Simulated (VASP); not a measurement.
Crystal: BiAs (CsCl type).

```
CELL_PARAMETERS angstrom
3.24215 0.00000 0.00000
0.00000 3.24215 0.00000
0.00000 0.00000 3.24215
ATOMIC_POSITIONS crystal
Bi 0.00000 0.00000 0.00000
As 0.50000 0.50000 0.50000
```

```yaml
Program: VASP 6.6.1
Task: relaxation of cell and atoms
Functional: PBEsol
Potentials_or_basis: VASP PAW PBE potentials, release 64 (Bi_d, As)
Cutoff: 600 eV
k_mesh: 12 × 12 × 12
Occupations: fermi-dirac, width 0.08 eV
Spin: no spin polarisation
```

At the start: pressure 55.3 GPa; volume 17.04 Å³/atom.

Question: How do energy, volume and symmetry change on relaxing?

Answer: Over 5 steps the energy falls by 869.8 meV/atom and the volume is 23.94 Å³/atom (+40.5 %); space group Pm-3m (No. 221, to 0.05 Å).

The path:
| step | energy change (eV) | largest force (eV/Å) | pressure (GPa) | volume (Å³) |
| --- | --- | --- | --- | --- |
| 1 | 0.0000 | 0.0000 | 55.30 | 34.08 |
| 2 | -0.3885 | 0.0000 | -12.28 | 72.10 |
| 3 | -1.7343 | 0.0000 | -1.58 | 48.93 |
| 4 | -1.7388 | 0.0000 | -0.62 | 48.28 |
| 5 | -1.7396 | 0.0000 | 0.01 | 47.88 |

Final structure:
```cif
data_structure
_symmetry_space_group_name_H-M 'P 1'
_symmetry_Int_Tables_number 1
_cell_length_a 3.6311
_cell_length_b 3.6311
_cell_length_c 3.6311
_cell_angle_alpha 90.000
_cell_angle_beta 90.000
_cell_angle_gamma 90.000
_cell_volume 47.88
loop_
_atom_site_label
_atom_site_type_symbol
_atom_site_fract_x
_atom_site_fract_y
_atom_site_fract_z
_atom_site_occupancy
Bi1 Bi 0.00000 0.00000 0.00000 1
As1 As 0.50000 0.50000 0.50000 1
```

Caveat: the volume moved by over 15 % at a fixed basis, so the end points are rough; the PAW data sets were made with another functional, which shifts forces and pressure a little.
